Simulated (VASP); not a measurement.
# CaO (I4/mmm) in VASP: further runs, part 2 of 2

VASP 6.6.1. The steps go on from the part before.

## (3) Single point, PBE (strain +0.080 along x and y, +0.040 along z)

File INCAR:

```
  PREC = Accurate
  ENCUT = 600
  EDIFF = 1E-6
  ISMEAR = 0
  SIGMA = 0.05
  LREAL = False
  LASPH = True
  NELM = 120
  ALGO = Normal
  ISIF = 2
  LWAVE = False
  LCHARG = True
  GGA = PE
  LELF = True
  LVHAR = True
  NBANDS = 15
  GGA_COMPAT = False
```

File KPOINTS:

```
regular mesh
0
Gamma
  8 8 8
```

File POSCAR:

```
CaO
1.0
    0.0000000000      2.6449200000      2.5469600000
    2.6449200000      0.0000000000      2.5469600000
    2.6449200000      2.6449200000      0.0000000000
Ca O
1 1
Direct
    0.0000000000      0.0000000000      0.0000000000
    0.5000000000      0.5000000000      0.5000000000
```

Potentials or basis: VASP PAW PBE potentials, release 64 (Ca_sv, O).

Started as:

```sh
> cat potpaw_PBE.64/Ca_sv/POTCAR potpaw_PBE.64/O/POTCAR > POTCAR
> mpirun -np 1 vasp_std > vasp.out
```

OUTCAR:

```text
PREC = Accurate
   ENCUT = 600
   EDIFF = 1E-6
   ISMEAR = 0
   LREAL = False
   LASPH = True
   NELM = 120
   ISIF = 2
   GGA = PE

 ion  position               nearest neighbor table
   1  0.000  0.000  0.000-   2 2.55   2 2.55
   2  0.500  0.500  0.500-   1 2.55   1 2.55

  LATTYP: Found a body centered tetragonal cell.
 ALAT       =     3.7404817354
 C/A-ratio  =     1.3618352823

  Lattice vectors:

 A1 = (   0.0000000000,  -2.6449200000,  -2.5469600000)
 A2 = (   0.0000000000,   2.6449200000,  -2.5469600000)
 A3 = (   2.6449200000,   0.0000000000,   2.5469600000)

Analysis of symmetry for initial positions (statically):
=====================================================================
 Subroutine PRICEL returns:
 Original cell was already a primitive cell.

 Routine SETGRP: Setting up the symmetry group for a
 body centered tetragonal supercell.

 Subroutine GETGRP returns: Found 16 space group operations
 (whereof 16 operations were pure point group operations)
 out of a pool of 16 trial point group operations.

The static configuration has the point symmetry D_4h.

Analysis of symmetry for dynamics (positions and initial velocities):
=====================================================================
 Subroutine PRICEL returns:
 Original cell was already a primitive cell.

 Routine SETGRP: Setting up the symmetry group for a
 body centered tetragonal supercell.

 Subroutine GETGRP returns: Found 16 space group operations
 (whereof 16 operations were pure point group operations)
 out of a pool of 16 trial point group operations.

The dynamic configuration has the point symmetry D_4h.

 Subroutine INISYM returns: Found 16 space group operations
 (whereof 16 operations are pure point group operations),
 and found     1 'primitive' translations

----------------------------------------------------------------------------------------

                                     Primitive cell
[... 120 lines left out ...]
   LEPSILON=     F    determine dielectric tensor
   LRPA    =     F    only Hartree local field effects (RPA)
 non-spin polarized calculation
 Gauss-broadening in eV      SIGMA  =   0.05
  energy-cutoff  :      600.00
  volume of cell :       35.64
 maximum number of plane-waves:      1211
 NGX is ok and might be reduce to    30
   NGX = 15   NGY = 15   NGZ = 15

 number of electron      16.0000005 magnetization

 Free energy of the ion-electron system (eV)
  ---------------------------------------------------
  ext. energy  EPLUGINS =         0.00000000
  ---------------------------------------------------
  free energy    TOTEN  =       -12.40125695 eV

  energy without entropy =      -12.40125695  energy(sigma->0) =      -12.40125695

 E-fermi :   1.4012     XC(G=0):  -9.3219

 val. band max:        1.1318832419   @ k =   0.0000   0.0000   0.0000
 cond. band min:       4.0737258260   @ k =   0.0000   0.0000   0.0000
 fundamental gap:      2.9418425841
 Fermi energy:         1.4012408351

 k-point     1 :       0.0000    0.0000    0.0000
  band No.  band energies     occupation
      1     -37.6241      2.00000
      2     -18.5115      2.00000
      3     -18.5115      2.00000
      4     -18.4710      2.00000
      5     -13.9778      2.00000
      6       1.1097      2.00000
      7       1.1097      2.00000
      8       1.1319      2.00000
      9       4.0737      0.00000
     10       6.5973      0.00000
     11       6.5973      0.00000
     12       6.7772      0.00000
     13       7.6350      0.00000
     14       7.9283      0.00000
[... 401 lines left out ...]
      2     -18.7771      2.00000
      3     -18.5509      2.00000
      4     -18.5154      2.00000
      5     -13.6319      2.00000
      6      -0.5258      2.00000
      7       0.4362      2.00000
      8       0.5777      2.00000
      9       6.3464      0.00000
     10       6.9335      0.00000
     11       7.8850      0.00000
     12       8.0357      0.00000
     13       8.9269      0.00000
     14       9.2818      0.00000
     15      13.5108      0.00000

 [... further k-points ...]

------------------------ aborting loop because EDIFF is reached ----------------------------------------

  FORCE on cell =-STRESS in cart. coord.  units (eV):
  Direction    XX          YY          ZZ          XY          YZ          ZX
  --------------------------------------------------------------------------------------
  -------------------------------------------------------------------------------------
  Total       -3.2935659     -3.2935659     -3.1474049      0.0000000      0.0000000      0.0000000
  in kB     -148.0811375   -148.0811375   -141.5096289      0.0000000      0.0000000      0.0000000
  external PRESSURE =    -145.8906346 kB  Pullay stress =       0.0000000 kB

 VOLUME and BASIS-vectors are now :
 -----------------------------------------------------------------------------
  energy-cutoff  :      600.00
  volume of cell :       35.64
      direct lattice vectors                 reciprocal lattice vectors
     0.000000000  2.644920000  2.546960000    -0.189041635  0.189041635  0.196312467
     2.644920000  0.000000000  2.546960000     0.189041635 -0.189041635  0.196312467
     2.644920000  2.644920000  0.000000000     0.189041635  0.189041635 -0.196312467

 POSITION                                       TOTAL-FORCE (eV/Angst)
 -----------------------------------------------------------------------------------
      0.00000      0.00000      0.00000        -0.000000      0.000000      0.000000
      2.64492      2.64492      2.54696         0.000000     -0.000000     -0.000000
 -----------------------------------------------------------------------------------
    total drift:                                0.000000      0.000000      0.000000

  FREE ENERGIE OF THE ION-ELECTRON SYSTEM (eV)
  ---------------------------------------------------
  free  energy   TOTEN  =       -12.4012569474 eV

  energy  without entropy=      -12.4012569474  energy(sigma->0) =      -12.40125695
```

OSZICAR:

```text
N       E                     dE             d eps       ncg     rms          rms(c)
DAV:   1     0.133942985382E+03    0.13394E+03   -0.89036E+03  1770   0.117E+03
DAV:   2    -0.771620035241E+01   -0.14166E+03   -0.13134E+03  2183   0.292E+02
DAV:   3    -0.140147577603E+02   -0.62986E+01   -0.62402E+01  2162   0.629E+01
DAV:   4    -0.142147584254E+02   -0.20000E+00   -0.19989E+00  2585   0.985E+00
DAV:   5    -0.142155520246E+02   -0.79360E-03   -0.79360E-03  2078   0.698E-01    0.876E+00
DAV:   6    -0.125753986245E+02    0.16402E+01   -0.67396E+00  1959   0.204E+01    0.456E+00
DAV:   7    -0.124090388831E+02    0.16636E+00   -0.57862E-01  1959   0.677E+00    0.192E+00
DAV:   8    -0.124012680089E+02    0.77709E-02   -0.95423E-02  2176   0.333E+00    0.378E-01
DAV:   9    -0.124002935668E+02    0.97444E-03   -0.44541E-03  1938   0.595E-01    0.139E-01
DAV:  10    -0.124013162804E+02   -0.10227E-02   -0.10931E-03  2050   0.299E-01    0.966E-02
DAV:  11    -0.124012560314E+02    0.60249E-04   -0.10626E-04  2128   0.116E-01    0.128E-02
DAV:  12    -0.124012565616E+02   -0.53017E-06   -0.20380E-05  2083   0.455E-02    0.865E-03
DAV:  13    -0.124012569474E+02   -0.38584E-06   -0.13316E-06  1921   0.133E-02
   1 F= -.12401257E+02 E0= -.12401257E+02  d E =-.139061E-16
```

Wall time 66 s (1 thread of Intel Xeon 8259CL, shared host); peak memory 0.19 GiB.

What came out:

- Free energy: -12.4013 eV
- Pressure: -14.6 GPa
- Band gap on the k mesh: 2.94 eV

Levels at points of the mesh, in eV from the valence-band top:
| k point | band 5 | band 6 | band 7 | band 8 | band 9 | band 10 | band 11 | band 12 |
| --- | --- | --- | --- | --- | --- | --- | --- | --- |
| (0.00, 0.00, 0.00) | -15.11 | -0.02 | -0.02 | 0.00 | 2.94 | 5.47 | 5.47 | 5.65 |
| (0.50, 0.00, 0.00) | -14.62 | -2.12 | -0.83 | -0.81 | 5.89 | 6.72 | 7.01 | 7.01 |
| (0.50, 0.50, 0.00) | -14.91 | -1.21 | -0.44 | -0.44 | 3.49 | 6.37 | 7.46 | 7.90 |
| (0.50, 0.00, 0.50) | -14.92 | -1.34 | -0.37 | -0.37 | 3.60 | 6.31 | 7.49 | 7.78 |

Caveat: the cell differs from its parent crystal (strain +0.080 along x and y, +0.040 along z); the cell stands under tension.
